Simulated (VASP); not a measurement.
# Ga8As7P (P1) in VASP: single point with PBEsol

Aim: the single point of Ga8As7P with PBEsol.

Program: VASP 6.6.1. These are calculated values, not measurements. Logs are shortened: lines on timing, memory, paths and dates and some standing lists are left out, and cuts for length are marked.

### 1 The cell of the first run

The typed cell holds 64 atoms: a = 11.261 Å, b = 11.261 Å, c = 11.261 Å, α = 90.00°, β = 90.00°, γ = 90.00°.

### 2 Single point, PBEsol

The input, INCAR:

```
PREC = Accurate ; ENCUT = 500
EDIFF = 1E-6 ; ISMEAR = -1
SIGMA = 0.05 ; LREAL = Auto
LASPH = True ; NELM = 120
ALGO = Normal ; ISIF = 2
LWAVE = False ; LCHARG = False
GGA = PS ; ISYM = -1
NBANDS = 326 ; GGA_COMPAT = False
```

The input, KPOINTS:

```
explicit points
1
Reciprocal
  0.25000000   0.25000000   0.25000000 1
```

The input, POSCAR:

```
Ga8As7P
1.0
   11.2608830422      0.0000000000      0.0000000000
    0.0000000000     11.2608830422      0.0000000000
    0.0000000000      0.0000000000     11.2608830422
Ga As P
32 28 4
Direct
    0.9993900000      0.9992090000      0.0006290000
    0.9994360000      0.9932070000      0.4996980000
    0.9999090000      0.5010330000      0.9998440000
    0.9960000000      0.5038480000      0.4962900000
    0.4998270000      0.9997370000      0.9999810000
    0.5038070000      0.9959130000      0.4962660000
    0.5006480000      0.5005710000      0.0009230000
    0.4999040000      0.5010900000      0.4998210000
    0.2497210000      0.2493780000      0.0002980000
    0.2495200000      0.2491640000      0.4996030000
    0.2492350000      0.7498850000      0.0003780000
    0.2461220000      0.7532050000      0.4963320000
    0.7499480000      0.2492790000      0.0002790000
    0.7503030000      0.2490850000      0.4996340000
    0.7505370000      0.7500140000      0.0002750000
    0.7531190000      0.7529090000      0.4963540000
    0.2456040000      0.9958830000      0.2534880000
    0.2503550000      0.9999070000      0.7490390000
    0.2504080000      0.5005520000      0.2498040000
    0.2489240000      0.5010190000      0.7487630000
    0.7467610000      0.9964260000      0.2529210000
    0.7538000000      0.9958860000      0.7448940000
    0.7540320000      0.5045660000      0.2536940000
    0.7498670000      0.5005590000      0.7490530000
    0.9993370000      0.2488610000      0.2503010000
    0.9998480000      0.2497230000      0.7487060000
    0.9997840000      0.7499540000      0.2566510000
    0.9960160000      0.7532340000      0.7451700000
    0.4999520000      0.2498290000      0.2499450000
    0.5006280000      0.2489760000      0.7493810000
    0.5039230000      0.7533010000      0.2537240000
    0.5000110000      0.7499670000      0.7485640000
    0.1246820000      0.1235770000      0.1259010000
    0.1235810000      0.1226740000      0.6232770000
    0.1235660000      0.6260580000      0.1270170000
    0.1227920000      0.6267260000      0.6224510000
    0.6250130000      0.1236030000      0.1258900000
    0.6256640000      0.1226670000      0.6235840000
    0.6260720000      0.6261890000      0.1268800000
    0.6269120000      0.6270350000      0.6225850000
    0.3748300000      0.3748420000      0.1248030000
    0.3748120000      0.3747670000      0.6245660000
    0.3748000000      0.8745080000      0.1269190000
    0.3748240000      0.8746200000      0.6222920000
    0.8747320000      0.3759220000      0.1258060000
    0.8748200000      0.3758730000      0.6233930000
    0.8749510000      0.8737290000      0.1278640000
    0.3749240000      0.1224520000      0.3746010000
    0.3748880000      0.1247080000      0.8747530000
    0.3747180000      0.6271450000      0.3748590000
    0.3749290000      0.6251160000      0.8747150000
    0.8748120000      0.1216590000      0.3755620000
    0.8746380000      0.1235440000      0.8735620000
    0.8749800000      0.6261520000      0.8734260000
    0.1237860000      0.3758850000      0.3748040000
    0.1246100000      0.3749320000      0.8745590000
    0.1236820000      0.8745070000      0.8734070000
    0.6260090000      0.3761280000      0.3747750000
    0.6251090000      0.3750270000      0.8747220000
    0.6260370000      0.8749590000      0.8735630000
    0.8746640000      0.8736270000      0.6212890000
    0.8749410000      0.6280880000      0.3758440000
    0.1226400000      0.8741050000      0.3756950000
    0.6271280000      0.8738800000      0.3758060000
```

Potentials or basis: VASP PAW PBE potentials, release 64 (Ga_d, As, P).

Launch:

```bash
> cat potpaw_PBE.64/Ga_d/POTCAR potpaw_PBE.64/As/POTCAR potpaw_PBE.64/P/POTCAR > POTCAR
> mpirun -np 1 vasp_std > vasp.out
```

OUTCAR:

```text
PREC = Accurate
   ENCUT = 500
   EDIFF = 1E-6
   ISMEAR = -1
   LREAL = Auto
   LASPH = True
   NELM = 120
   ISIF = 2
   GGA = PS
   ISYM = -1

 ion  position               nearest neighbor table
   1  0.999  0.999  0.001-  33 2.44  53 2.45  57 2.45  47 2.45
   2  0.999  0.993  0.500-  61 2.38  63 2.38  52 2.45  34 2.45
   3  1.000  0.501  1.000-  35 2.44  56 2.45  45 2.45  54 2.45
   4  0.996  0.504  0.496-  62 2.38  36 2.44  46 2.45  55 2.45
   5  0.500  1.000  1.000-  37 2.44  49 2.44  43 2.45  60 2.45
   6  0.504  0.996  0.496-  64 2.38  38 2.44  44 2.45  48 2.45
[... 56 lines left out ...]
  63  0.123  0.874  0.376-  12 2.37  27 2.38   2 2.38  17 2.39
  64  0.627  0.874  0.376-  21 2.37   6 2.38  31 2.38  16 2.39

IMPORTANT INFORMATION: All symmetrisations will be switched off!
NOSYMM: (Re-)initialisation of all symmetry stuff for point group C_1.

----------------------------------------------------------------------------------------

                                     Primitive cell

  volume of cell :    1427.9643

  direct lattice vectors                    reciprocal lattice vectors
    11.260883042  0.000000000  0.000000000     0.088802983  0.000000000  0.000000000
     0.000000000 11.260883042  0.000000000     0.000000000  0.088802983  0.000000000
     0.000000000  0.000000000 11.260883042     0.000000000  0.000000000  0.088802983

  length of vectors
    11.260883042 11.260883042 11.260883042     0.088802983  0.088802983  0.088802983

  position of ions in fractional coordinates (direct lattice)
     0.999390000  0.999209000  0.000629000
     0.999436000  0.993207000  0.499698000
     0.999909000  0.501033000  0.999844000
     0.996000000  0.503848000  0.496290000
     0.499827000  0.999737000  0.999981000
     0.503807000  0.995913000  0.496266000
[... 56 lines left out ...]
     0.122640000  0.874105000  0.375695000
     0.627128000  0.873880000  0.375806000

  ion indices of the primitive-cell ions
   primitive index   ion index
                 1           1
                 2           2
                 3           3
                 4           4
                 5           5
                 6           6
[... 56 lines left out ...]
                63          63
                64          64

----------------------------------------------------------------------------------------

 KPOINTS: explicit points

Read explicit list of k-points.

 Found      1 k-points:

 Following reciprocal coordinates:
            Coordinates               Weight
  0.250000  0.250000  0.250000      1.000000
   k-points           NKPTS =      1   k-points in BZ     NKDIM =      1   number of bands    NBANDS=    326
   number of dos      NEDOS =    301   number of ions     NIONS =     64
   total plane-waves  NPLWV = 592704
   dimension x,y,z NGX =    84 NGY =   84 NGZ =   84
   dimension x,y,z NGXF=   168 NGYF=  168 NGZF=  168
   ions per type =              32  28   4
   NGX,Y,Z   is equivalent  to a cutoff of  12.40, 12.40, 12.40 a.u.
   NGXF,Y,Z  is equivalent  to a cutoff of  24.80, 24.80, 24.80 a.u.
 SYSTEM =  unknown system
   PREC   = accura    normal or accurate (medium, high low for compatibility)
   ISTART =      0    job   : 0-new  1-cont  2-samecut
   ICHARG =      2    charge: 1-file 2-atom 10-const
   ISPIN  =      1    spin polarized calculation?
   LNONCOLLINEAR =      F non collinear calculations
   LSORBIT =      F    spin-orbit coupling
   LASPH  =      T    aspherical Exc in radial PAW
   ENCUT  =  500.0 eV  36.75 Ry    6.06 a.u.  20.53 20.53 20.53*2*pi/ulx,y,z
   NELM   =    120;   NELMIN=  2; NELMDL= -5     # of ELM steps
   EDIFF  = 0.1E-05   stopping-criterion for ELM
   LREAL  =      T    real-space projection
   EDIFFG = 0.1E-04   stopping-criterion for IOM
   NSW    =      0    number of steps for IOM
   IBRION =     -1    ionic relax: 0-MD 1-quasi-New 2-CG
   NFREE  =      0    steps in history (QN), initial steepest desc. (CG)
   ISIF   =      2    stress and relaxation
   ISYM   =     -1    0-nonsym 1-usesym 2-fastsym
   POTIM  = 0.5000    time-step for ionic-motion
   TEBEG  =    0.0;   TEEND  =   0.0 temperature during run
   PSTRESS=    0.0 pullay stress
   NELECT =     576.0000    total number of electrons
   NUPDOWN=      -1.0000    fix difference up-down
   EMIN   =  10.00;   EMAX   =-10.00  energy-range for DOS
   EFERMI =   0.00;   METHOD = LEGACY
   ISMEAR =    -1;   SIGMA  =   0.05  broadening in eV -4-tet -1-fermi 0-gaus
   EFERMI_NEDOS =   21; number of points for ismear=-14 and -15
   IALGO  =     38    algorithm
   IMIX   =      4    mixing-type and parameters
     AMIX     =   0.40;   BMIX     =  1.00
     AMIX_MAG =   1.60;   BMIX_MAG =  1.00
  volume/ion in A,a.u.               =      22.31       150.57
  Fermi-wavevector in a.u.,A,eV,Ry     =   1.209604  2.285820 19.907253  1.463142
  Thomas-Fermi vector in A             =   2.345176
   LORBIT       =      0    0 simple, 1 ext, 2 COOP (PROOUT), +10 PAW based schemes
   GGA     = PS    functional components
   LHFCALC =     F    Hartree Fock is set to
   AEXX    =    0.0000 exact exchange contribution
   IVDW    =     0    specifies the selected vdW correction
   LEPSILON=     F    determine dielectric tensor
   LRPA    =     F    only Hartree local field effects (RPA)
 non-spin polarized calculation
  energy-cutoff  :      500.00
  volume of cell :     1427.96
 maximum number of plane-waves:     36273
 NGX is ok and might be reduce to    84
   NGX = 41   NGY = 41   NGZ = 41

 number of electron     576.0000044 magnetization

 Free energy of the ion-electron system (eV)
  ---------------------------------------------------
  ext. energy  EPLUGINS =         0.00000000
  ---------------------------------------------------
  free energy    TOTEN  =      -294.01147890 eV

  energy without entropy =     -294.01147245  energy(sigma->0) =     -294.01147568

 E-fermi :   4.3453     XC(G=0):  -9.7983

 val. band max:        3.6605346638   @ k =   0.2500   0.2500   0.2500
 cond. band min:       4.9956406809   @ k =   0.2500   0.2500   0.2500
 fundamental gap:      1.3351060171
 Fermi energy:         4.3453239576

 k-point     1 :       0.2500    0.2500    0.2500
  band No.  band energies     occupation
      1     -10.9975      2.00000
      2     -10.9917      2.00000
      3     -10.9851      2.00000
      4     -10.9755      2.00000
      5     -10.9692      2.00000
      6     -10.9676      2.00000
[... 292 lines left out ...]
    299       5.9969      0.00000
    300       6.1785      0.00000
 [bands above 300 left out]

------------------------ aborting loop because EDIFF is reached ----------------------------------------

  FORCE on cell =-STRESS in cart. coord.  units (eV):
  Direction    XX          YY          ZZ          XY          YZ          ZX
  --------------------------------------------------------------------------------------
  -------------------------------------------------------------------------------------
  Total        1.0290751      1.0742719      1.0815212     -7.0400225     -6.9917700     -7.0407549
  in kB        1.1546232      1.2053341      1.2134678     -7.8989122     -7.8447728     -7.8997339
  external PRESSURE =       1.1911417 kB  Pullay stress =       0.0000000 kB

 VOLUME and BASIS-vectors are now :
 -----------------------------------------------------------------------------
  energy-cutoff  :      500.00
  volume of cell :     1427.96
      direct lattice vectors                 reciprocal lattice vectors
    11.260883042  0.000000000  0.000000000     0.088802983  0.000000000  0.000000000
     0.000000000 11.260883042  0.000000000     0.000000000  0.088802983  0.000000000
     0.000000000  0.000000000 11.260883042     0.000000000  0.000000000  0.088802983

 POSITION                                       TOTAL-FORCE (eV/Angst)
 -----------------------------------------------------------------------------------
     11.25401     11.25198      0.00708        -0.003514      0.002830      0.002836
     11.25453     11.18439      5.62704         0.007463     -0.024026     -0.005568
     11.25986      5.64207     11.25913         0.000080      0.000810     -0.000555
     11.21584      5.67377      5.58866        -0.011519      0.018918     -0.008323
      5.62849     11.25792     11.26067         0.000859     -0.002282      0.001518
      5.67331     11.21486      5.58839         0.006641     -0.009458     -0.005688
[... 56 lines left out ...]
      1.38103      9.84319      4.23066        -0.007870     -0.019426      0.001439
      7.06202      9.84066      4.23191        -0.003139     -0.006814     -0.021054
 -----------------------------------------------------------------------------------
    total drift:                                0.006493      0.000583      0.018285

  FREE ENERGIE OF THE ION-ELECTRON SYSTEM (eV)
  ---------------------------------------------------
  free  energy   TOTEN  =      -294.0114789032 eV

  energy  without entropy=     -294.0114724538  energy(sigma->0) =     -294.01147568
```

It took 10 min on 1 thread of AMD EPYC 9R45 (Zen 5), shared host; peak memory 1.2 GiB.

Results:

| Quantity | Value |
| --- | --- |
| Free energy | -294.0115 eV |
| Pressure | 0.1 GPa |
| Largest force | 0.035 eV/Å |
| Band gap on the k mesh | 1.34 eV |

Forces on the atoms (eV/Å):
```
Ga  -0.004  0.003  0.003
Ga   0.007 -0.024 -0.006
Ga   0.000  0.001 -0.001
Ga  -0.012  0.019 -0.008
Ga   0.001 -0.002  0.002
Ga   0.007 -0.009 -0.006
Ga  -0.005  0.002  0.001
Ga  -0.002  0.004  0.007
Ga   0.001  0.003  0.000
Ga  -0.002 -0.007  0.000
Ga  -0.002 -0.002  0.005
Ga  -0.016  0.016 -0.013
Ga   0.002  0.001  0.000
Ga   0.001  0.006  0.001
Ga  -0.001  0.007 -0.005
Ga   0.016  0.020  0.001
Ga  -0.008 -0.008  0.012
Ga   0.006  0.001 -0.004
Ga  -0.002  0.001 -0.001
Ga   0.002 -0.001  0.003
Ga  -0.015 -0.021  0.024
Ga   0.007 -0.003 -0.006
Ga   0.010  0.021  0.016
Ga   0.004  0.004  0.000
Ga  -0.003  0.006  0.000
Ga   0.001  0.001 -0.003
Ga   0.007  0.013  0.022
Ga  -0.011  0.004 -0.009
Ga   0.000 -0.001  0.000
Ga  -0.007  0.001  0.003
Ga   0.013  0.020  0.026
Ga   0.001  0.006  0.001
As   0.001 -0.009 -0.003
As  -0.002  0.008  0.002
As   0.004 -0.002 -0.006
As  -0.002  0.002 -0.001
As  -0.007 -0.003  0.000
As   0.009 -0.006 -0.003
As   0.002 -0.013  0.000
As  -0.003 -0.004 -0.011
As   0.004  0.004  0.005
As   0.004  0.009  0.002
As  -0.005  0.017 -0.004
As   0.005 -0.004  0.009
As   0.013 -0.003  0.002
As  -0.001 -0.003 -0.004
As  -0.001  0.003 -0.007
As   0.001  0.005 -0.007
As  -0.004 -0.005 -0.004
As   0.007 -0.001 -0.004
As  -0.005 -0.007 -0.003
As   0.003  0.008 -0.006
As  -0.004 -0.003  0.000
As  -0.002 -0.003 -0.001
As  -0.007  0.000 -0.004
As   0.007  0.001  0.005
As   0.004  0.000  0.004
As  -0.002 -0.010 -0.001
As  -0.001 -0.007 -0.001
As  -0.003 -0.005 -0.005
P    0.000 -0.008  0.002
P   -0.002 -0.014 -0.001
P   -0.008 -0.019  0.001
P   -0.003 -0.007 -0.021
```

Stress tensor (GPa, compression positive):
```
 0.12 -0.79 -0.79
-0.79  0.12 -0.78
-0.79 -0.78  0.12
```

Caveat: the PAW data sets were made with another functional, which shifts forces and pressure a little; a shifted mesh leaves out Γ, where band edges can lie. A k mesh can miss the band edges.
